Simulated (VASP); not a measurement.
# Sr3NbZn (Pm-3m) in VASP: a series of runs

Runs on Sr3NbZn. Level: PBE. Tasks: single point.

All numbers are computed with VASP 6.6.1; they aren't measurements. Logs are shortened: lines on timing, memory, paths and dates and some standing lists are left out, and cuts for length are marked.

## 1. The cell of the first run

It takes space group Pm-3m (No. 221, cubic). The conventional cell has a = 4.947 Å, b = 4.947 Å, c = 4.947 Å, α = 90.00°, β = 90.00°, γ = 90.00°. Within 3.3 Å of Sr (site symmetry 4/mmm) lie 2 Zn at 2.47 Å. Within 4.6 Å of Nb (site symmetry m-3m) lie 12 Sr at 3.50 Å and 8 Zn at 4.28 Å. Zn (site symmetry m-3m) has 6 Sr at 2.47 Å within 3.3 Å.

## 2. Single point, PBE

INCAR

```
  PREC = Accurate
  ENCUT = 520
  EDIFF = 1E-7
  ISMEAR = 0
  SIGMA = 0.1
  LREAL = False
  LASPH = True
  NELM = 60
  ALGO = Normal
  ISIF = 2
  LWAVE = False
  LCHARG = False
  GGA = PE
  NBANDS = 36
```

KPOINTS

```
regular mesh
0
Gamma
  4 4 4
```

POSCAR

```
Sr3NbZn
1.0
    4.9466919870      0.0000000000      0.0000000000
    0.0000000000      4.9466919870      0.0000000000
    0.0000000000      0.0000000000      4.9466919870
Sr Nb Zn
3 1 1
Direct
    0.0000000000      0.5000000000      0.5000000000
    0.5000000000      0.0000000000      0.5000000000
    0.5000000000      0.5000000000      0.0000000000
    0.0000000000      0.0000000000      0.0000000000
    0.5000000000      0.5000000000      0.5000000000
```

Potentials or basis: VASP PAW PBE potentials, release 64 (Sr_sv, Nb_sv, Zn).

Launch:

```console
cat potpaw_PBE.64/Sr_sv/POTCAR potpaw_PBE.64/Nb_sv/POTCAR potpaw_PBE.64/Zn/POTCAR > POTCAR
mpirun -np 1 vasp_std > vasp.out
```

OUTCAR:

```text
PREC = Accurate
   ENCUT = 520
   EDIFF = 1E-7
   ISMEAR = 0
   LREAL = False
   LASPH = True
   NELM = 60
   ISIF = 2
   GGA = PE

 ion  position               nearest neighbor table
   1  0.000  0.500  0.500-   5 2.47   5 2.47   4 3.50   2 3.50   3 3.50   4 3.50   2 3.50   4 3.50
                             4 3.50   2 3.50   3 3.50   3 3.50   3 3.50   2 3.50
   2  0.500  0.000  0.500-   5 2.47   5 2.47   4 3.50   1 3.50   3 3.50   4 3.50   1 3.50   3 3.50
                             3 3.50   3 3.50   1 3.50   4 3.50   4 3.50   1 3.50
   3  0.500  0.500  0.000-   5 2.47   5 2.47   4 3.50   1 3.50   1 3.50   2 3.50   2 3.50   2 3.50
                             4 3.50   2 3.50   1 3.50   4 3.50   1 3.50   4 3.50
   4  0.000  0.000  0.000-   1 3.50   2 3.50   3 3.50   1 3.50   2 3.50   1 3.50   3 3.50   1 3.50
                             2 3.50   3 3.50   2 3.50   3 3.50
   5  0.500  0.500  0.500-   1 2.47   2 2.47   3 2.47   3 2.47   2 2.47   1 2.47

  LATTYP: Found a simple cubic cell.
 ALAT       =     4.9466919870

  Lattice vectors:

 A1 = (   4.9466919870,   0.0000000000,   0.0000000000)
 A2 = (   0.0000000000,   4.9466919870,   0.0000000000)
 A3 = (   0.0000000000,   0.0000000000,   4.9466919870)

Analysis of symmetry for initial positions (statically):
=====================================================================
 Subroutine PRICEL returns:
 Original cell was already a primitive cell.

 Routine SETGRP: Setting up the symmetry group for a
 simple cubic supercell.

 Subroutine GETGRP returns: Found 48 space group operations
 (whereof 48 operations were pure point group operations)
 out of a pool of 48 trial point group operations.

The static configuration has the point symmetry O_h .

Analysis of symmetry for dynamics (positions and initial velocities):
=====================================================================
 Subroutine PRICEL returns:
 Original cell was already a primitive cell.

 Routine SETGRP: Setting up the symmetry group for a
 simple cubic supercell.

 Subroutine GETGRP returns: Found 48 space group operations
 (whereof 48 operations were pure point group operations)
 out of a pool of 48 trial point group operations.

The dynamic configuration has the point symmetry O_h .

 Subroutine INISYM returns: Found 48 space group operations
 (whereof 48 operations are pure point group operations),
 and found     1 'primitive' translations

----------------------------------------------------------------------------------------

                                     Primitive cell

  volume of cell :     121.0444

  direct lattice vectors                    reciprocal lattice vectors
     4.946691987  0.000000000  0.000000000     0.202155299  0.000000000  0.000000000
     0.000000000  4.946691987  0.000000000     0.000000000  0.202155299  0.000000000
     0.000000000  0.000000000  4.946691987     0.000000000  0.000000000  0.202155299

  length of vectors
     4.946691987  4.946691987  4.946691987     0.202155299  0.202155299  0.202155299

  position of ions in fractional coordinates (direct lattice)
     0.000000000  0.500000000  0.500000000
     0.500000000  0.000000000  0.500000000
     0.500000000  0.500000000  0.000000000
     0.000000000  0.000000000  0.000000000
     0.500000000  0.500000000  0.500000000

  ion indices of the primitive-cell ions
   primitive index   ion index
                 1           1
                 2           2
                 3           3
                 4           4
                 5           5

----------------------------------------------------------------------------------------

 KPOINTS: regular mesh

Automatic generation of k-mesh.
 Grid dimensions read from file:
 generate k-points for:    4    4    4

 Generating k-lattice:

  Cartesian coordinates                     Fractional coordinates (reciprocal lattice)
     0.050538825  0.000000000  0.000000000     0.250000000  0.000000000  0.000000000
     0.000000000  0.050538825  0.000000000     0.000000000  0.250000000  0.000000000
     0.000000000  0.000000000  0.050538825     0.000000000  0.000000000  0.250000000

  Length of vectors
     0.050538825  0.050538825  0.050538825

  Shift w.r.t. Gamma in fractional coordinates (k-lattice)
     0.000000000  0.000000000  0.000000000

 Subroutine IBZKPT returns following result:
 ===========================================

 Found     10 irreducible k-points:

 Following reciprocal coordinates:
            Coordinates               Weight
  0.000000  0.000000  0.000000      1.000000
  0.250000  0.000000  0.000000      6.000000
  0.500000  0.000000  0.000000      3.000000
  0.250000  0.250000  0.000000     12.000000
  0.500000  0.250000  0.000000     12.000000
  0.500000  0.500000  0.000000      3.000000
  0.250000  0.250000  0.250000      8.000000
  0.500000  0.250000  0.250000     12.000000
  0.500000  0.500000  0.250000      6.000000
  0.500000  0.500000  0.500000      1.000000
   k-points           NKPTS =     10   k-points in BZ     NKDIM =     10   number of bands    NBANDS=     36
   number of dos      NEDOS =    301   number of ions     NIONS =      5
   total plane-waves  NPLWV =  64000
   dimension x,y,z NGX =    40 NGY =   40 NGZ =   40
   dimension x,y,z NGXF=    80 NGYF=   80 NGZF=   80
   ions per type =               3   1   1
   NGX,Y,Z   is equivalent  to a cutoff of  13.44, 13.44, 13.44 a.u.
   NGXF,Y,Z  is equivalent  to a cutoff of  26.89, 26.89, 26.89 a.u.
 SYSTEM =  unknown system
   PREC   = accura    normal or accurate (medium, high low for compatibility)
   ISTART =      0    job   : 0-new  1-cont  2-samecut
   ICHARG =      2    charge: 1-file 2-atom 10-const
   ISPIN  =      1    spin polarized calculation?
   LNONCOLLINEAR =      F non collinear calculations
   LSORBIT =      F    spin-orbit coupling
   LASPH  =      T    aspherical Exc in radial PAW
   ENCUT  =  520.0 eV  38.22 Ry    6.18 a.u.   9.20  9.20  9.20*2*pi/ulx,y,z
   NELM   =     60;   NELMIN=  2; NELMDL= -5     # of ELM steps
   EDIFF  = 0.1E-06   stopping-criterion for ELM
   LREAL  =      F    real-space projection
   EDIFFG = 0.1E-05   stopping-criterion for IOM
   NSW    =      0    number of steps for IOM
   IBRION =     -1    ionic relax: 0-MD 1-quasi-New 2-CG
   NFREE  =      0    steps in history (QN), initial steepest desc. (CG)
   ISIF   =      2    stress and relaxation
   ISYM   =      2    0-nonsym 1-usesym 2-fastsym
   POTIM  = 0.5000    time-step for ionic-motion
   TEBEG  =    0.0;   TEEND  =   0.0 temperature during run
   PSTRESS=    0.0 pullay stress
   NELECT =      55.0000    total number of electrons
   NUPDOWN=      -1.0000    fix difference up-down
   EMIN   =  10.00;   EMAX   =-10.00  energy-range for DOS
   EFERMI =   0.00;   METHOD = LEGACY
   ISMEAR =     0;   SIGMA  =   0.10  broadening in eV -4-tet -1-fermi 0-gaus
   EFERMI_NEDOS =   21; number of points for ismear=-14 and -15
   IALGO  =     38    algorithm
   IMIX   =      4    mixing-type and parameters
     AMIX     =   0.40;   BMIX     =  1.00
     AMIX_MAG =   1.60;   BMIX_MAG =  1.00
  volume/ion in A,a.u.               =      24.21       163.37
  Fermi-wavevector in a.u.,A,eV,Ry     =   1.258580  2.378372 21.551953  1.584024
  Thomas-Fermi vector in A             =   2.392183
   LORBIT       =      0    0 simple, 1 ext, 2 COOP (PROOUT), +10 PAW based schemes
   GGA     = PE    functional components
   LHFCALC =     F    Hartree Fock is set to
   AEXX    =    0.0000 exact exchange contribution
   IVDW    =     0    specifies the selected vdW correction
   LEPSILON=     F    determine dielectric tensor
   LRPA    =     F    only Hartree local field effects (RPA)
 non-spin polarized calculation
 Gauss-broadening in eV      SIGMA  =   0.10
  energy-cutoff  :      520.00
  volume of cell :      121.04
 maximum number of plane-waves:      3294
 NGX is ok and might be reduce to    40
   NGX = 19   NGY = 19   NGZ = 19

 number of electron      55.0000007 magnetization

 Free energy of the ion-electron system (eV)
  ---------------------------------------------------
  ext. energy  EPLUGINS =         0.00000000
  ---------------------------------------------------
  free energy    TOTEN  =        -6.78854145 eV

  energy without entropy =       -6.75954523  energy(sigma->0) =       -6.77404334

 E-fermi :   4.7465     XC(G=0): -10.2160

 val. band max:        4.7204925091   @ k =   0.5000   0.0000   0.0000
 cond. band min:       4.7764256330   @ k =   0.5000   0.2500   0.0000
 fundamental gap:      0.0559331240
 Fermi energy:         4.7465109879

 k-point     1 :       0.0000    0.0000    0.0000
  band No.  band energies     occupation
      1     -50.0389      2.00000
      2     -30.2470      2.00000
      3     -30.0392      2.00000
      4     -30.0392      2.00000
      5     -26.0948      2.00000
      6     -26.0948      2.00000
[... 28 lines left out ...]
     35       8.5007      0.00000
     36       8.5007      0.00000

 k-point     2 :       0.2500    0.0000    0.0000
  band No.  band energies     occupation
      1     -50.0389      2.00000
      2     -30.2205      2.00000
      3     -30.0636      2.00000
      4     -30.0389      2.00000
      5     -26.0946      2.00000
      6     -26.0946      2.00000
[... 28 lines left out ...]
     35       7.4817      0.00000
     36       8.6696      0.00000

 k-point     3 :       0.5000    0.0000    0.0000
  band No.  band energies     occupation
      1     -50.0389      2.00000
      2     -30.1798      2.00000
      3     -30.1021      2.00000
      4     -30.0385      2.00000
      5     -26.0945      2.00000
      6     -26.0945      2.00000
[... 28 lines left out ...]
     35       6.9850      0.00000
     36       8.1572      0.00000

 k-point     4 :       0.2500    0.2500    0.0000
  band No.  band energies     occupation
      1     -50.0389      2.00000
      2     -30.1962      2.00000
      3     -30.0708      2.00000
      4     -30.0527      2.00000
      5     -26.0950      2.00000
      6     -26.0945      2.00000
[... 28 lines left out ...]
     35       7.4829      0.00000
     36       8.3430      0.00000

 k-point     5 :       0.5000    0.2500    0.0000
  band No.  band energies     occupation
      1     -50.0389      2.00000
      2     -30.1572      2.00000
      3     -30.1020      2.00000
      4     -30.0572      2.00000
      5     -26.0948      2.00000
      6     -26.0944      2.00000
[... 28 lines left out ...]
     35       7.7540      0.00000
     36       8.3083      0.00000

 k-point     6 :       0.5000    0.5000    0.0000
  band No.  band energies     occupation
      1     -50.0389      2.00000
      2     -30.1085      2.00000
      3     -30.1020      2.00000
      4     -30.1020      2.00000
      5     -26.0952      2.00000
      6     -26.0952      2.00000
[... 28 lines left out ...]
     35       8.1151      0.00000
     36       8.1151      0.00000

 k-point     7 :       0.2500    0.2500    0.2500
  band No.  band energies     occupation
      1     -50.0389      2.00000
      2     -30.1753      2.00000
      3     -30.0702      2.00000
      4     -30.0702      2.00000
      5     -26.0953      2.00000
      6     -26.0953      2.00000
[... 28 lines left out ...]
     35       7.6627      0.00000
     36       7.6627      0.00000

 k-point     8 :       0.5000    0.2500    0.2500
  band No.  band energies     occupation
      1     -50.0389      2.00000
      2     -30.1404      2.00000
      3     -30.1016      2.00000
      4     -30.0696      2.00000
      5     -26.0957      2.00000
      6     -26.0952      2.00000
[... 28 lines left out ...]
     35       7.5174      0.00000
     36       7.8896      0.00000

 k-point     9 :       0.5000    0.5000    0.2500
  band No.  band energies     occupation
      1     -50.0388      2.00000
      2     -30.1044      2.00000
      3     -30.1012      2.00000
      4     -30.1012      2.00000
      5     -26.0961      2.00000
      6     -26.0961      2.00000
[... 28 lines left out ...]
     35       7.8452      0.00000
     36       7.8452      0.00000

 k-point    10 :       0.5000    0.5000    0.5000
  band No.  band energies     occupation
      1     -50.0388      2.00000
      2     -30.1004      2.00000
      3     -30.1004      2.00000
      4     -30.1004      2.00000
      5     -26.0969      2.00000
      6     -26.0969      2.00000
[... 28 lines left out ...]
     35       8.0140      0.00000
     36       8.0140      0.00000

------------------------ aborting loop because EDIFF is reached ----------------------------------------

  FORCE on cell =-STRESS in cart. coord.  units (eV):
  Direction    XX          YY          ZZ          XY          YZ          ZX
  --------------------------------------------------------------------------------------
  -------------------------------------------------------------------------------------
  Total       19.9891662     19.9891662     19.9891662     -0.0000000      0.0000000     -0.0000000
  in kB      264.5822185    264.5822185    264.5822185     -0.0000000      0.0000000     -0.0000000
  external PRESSURE =     264.5822185 kB  Pullay stress =       0.0000000 kB

 VOLUME and BASIS-vectors are now :
 -----------------------------------------------------------------------------
  energy-cutoff  :      520.00
  volume of cell :      121.04
      direct lattice vectors                 reciprocal lattice vectors
     4.946691987  0.000000000  0.000000000     0.202155299  0.000000000  0.000000000
     0.000000000  4.946691987  0.000000000     0.000000000  0.202155299  0.000000000
     0.000000000  0.000000000  4.946691987     0.000000000  0.000000000  0.202155299

 POSITION                                       TOTAL-FORCE (eV/Angst)
 -----------------------------------------------------------------------------------
      0.00000      2.47335      2.47335         0.000000      0.000000      0.000000
      2.47335      0.00000      2.47335         0.000000      0.000000      0.000000
      2.47335      2.47335      0.00000         0.000000      0.000000      0.000000
      0.00000      0.00000      0.00000         0.000000      0.000000      0.000000
      2.47335      2.47335      2.47335         0.000000      0.000000      0.000000
 -----------------------------------------------------------------------------------
    total drift:                               -0.000000      0.000000     -0.000000

  FREE ENERGIE OF THE ION-ELECTRON SYSTEM (eV)
  ---------------------------------------------------
  free  energy   TOTEN  =        -6.7885414480 eV

  energy  without entropy=       -6.7595452299  energy(sigma->0) =       -6.77404334
```

Run time: 44 s. Hardware: 1 thread of Intel Xeon 6975P-C (Granite Rapids), shared host; peak memory 0.26 GiB.

Results:

- Free energy: -6.7885 eV
- Pressure: 26.5 GPa
- Band gap on the k mesh: zero (an odd number of electrons rules out a gap without spin polarisation)

Levels at points of the mesh, in eV from the Fermi level:
| k point | band 26 | band 27 | band 28 | band 29 | band 30 | band 31 |
| --- | --- | --- | --- | --- | --- | --- |
| (0.00, 0.00, 0.00) | -0.73 | -0.73 | -0.73 | 2.22 | 2.22 | 2.22 |
| (0.50, 0.00, 0.00) | -0.25 | -0.03 | -0.03 | 0.23 | 0.93 | 1.26 |
| (0.50, 0.50, 0.00) | -0.34 | 0.04 | 0.13 | 0.13 | 0.44 | 0.72 |
| (0.50, 0.50, 0.50) | -1.43 | 0.35 | 0.35 | 0.35 | 0.62 | 0.62 |

Caveat: the cell stands under pressure.

[end of part 1 of 2]

The gap in the log of VASP goes by the Fermi energy; the results here count the filled bands.